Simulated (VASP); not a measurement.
Here is a VASP 6.6.1 calculation.

File INCAR:

```
ALGO = Normal ; DIPOL = 0.5 0.5 0.281
EDIFF = 1E-6 ; ENCUT = 520
GGA = PE ; IDIPOL = 3
ISIF = 2 ; ISMEAR = 0
LASPH = T ; LCHARG = T
LDIPOL = T ; LELF = T
LREAL = F ; LVACPOTAV = T
LVHAR = T ; LWAVE = F
NBANDS = 21 ; NELM = 60
PREC = Accurate ; SIGMA = 0.1
```

KPOINTS

```
k-points
0
Gamma
  22 22 1
```

File POSCAR:

```
Mo
1.0
    2.5529286876      0.0000000000      0.0000000000
    0.0000000000      2.5529286876      0.0000000000
    0.0000000000      0.0000000000     26.6489088888
Mo
2
Direct
    0.0000000000      0.5000000000      0.2389233170
    0.5000000000      0.0000000000      0.3239515107
```

Potentials or basis: VASP PAW PBE potentials, release 64 (Mo_sv).

Command:

```console
$ cat potpaw_PBE.64/Mo_sv/POTCAR > POTCAR
$ mpirun -np 1 vasp_std > vasp.out
```

Question: Predict the band gap on the k mesh.

Answer: Zero (bands 14 and 15 overlap by 1.21 eV).

Question: What does it give for the largest force?

Answer: 0.067 eV/Å.

Forces in eV/Å, atoms in the order of the input:
```
Mo   0.000  0.000 -0.067
Mo   0.000  0.000  0.067
```
